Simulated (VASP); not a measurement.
Set up this calculation in VASP 6.6.1, as the native input.

```
Task                   : single point
Functional             : PBE
Potentials or basis    : VASP PAW PBE potentials, release 64 (Ru_pv, Ir)
Cutoff                 : 520 eV
k mesh                 : 6 × 6 × 2
Occupations            : gaussian, width 0.1 eV
Spin                   : collinear spin, ferromagnetic start
Starting moments       : [1.0, 1.0, 1.0, 1.0, 1.0, 1.0] μB
Dipole correction      : no
Further INCAR settings : ALGO = Normal; EDIFF = 1e-06; NBANDS = 45
```

The structure of Ir2Ru lies in POSCAR:

```
Ir2Ru
1.0
    2.7650778297      0.0000000000      0.0000000000
   -1.3825389149      2.3946276440      0.0000000000
    0.0000000000      0.0000000000     12.9820938032
Ru Ir
2 4
Direct
    0.3333333333      0.6666666667      0.2500000000
    0.6666666667      0.3333333333      0.7500000000
    0.3333333333      0.6666666667      0.9141501040
    0.3333333333      0.6666666667      0.5858498960
    0.6666666667      0.3333333333      0.0858498960
    0.6666666667      0.3333333333      0.4141501040
```

The input as run:

INCAR

```
ALGO = Normal
EDIFF = 1E-6
ENCUT = 520
GGA = PE
ISIF = 2
ISMEAR = 0
ISPIN = 2
LASPH = True
LCHARG = True
LELF = True
LMAXMIX = 4
LORBIT = 11
LREAL = False
LVHAR = True
LWAVE = False
MAGMOM = 1 1 1 1 1 1
NBANDS = 45
NELM = 150
PREC = Accurate
SIGMA = 0.1
```

KPOINTS

```
k-points
0
Gamma
  6 6 2
```

Potentials or basis: VASP PAW PBE potentials, release 64 (Ru_pv, Ir).

Command:

```sh
$ cat potpaw_PBE.64/Ru_pv/POTCAR potpaw_PBE.64/Ir/POTCAR > POTCAR
$ mpirun -np 1 vasp_std > vasp.out
```

Results of the run:

- Pressure: 0.3 GPa
- Largest force: 0.022 eV/Å
- Band gap on the k mesh: zero (filled and empty bands overlap)
- Net moment: 0.00 μB per cell
- Valence electrons inside the program's atomic spheres: Ru 12.60; Ir 8.33

Caveat: the k points lie up to 0.44 Å⁻¹ apart, too coarse for converged energies and pressures of a metal; spin-orbit coupling is left out, which moves the levels of the heavy elements.

Wall time 2 min on 1 thread of AMD EPYC 9R45 (Zen 5), with other jobs on the host, peak memory 0.27 GiB.
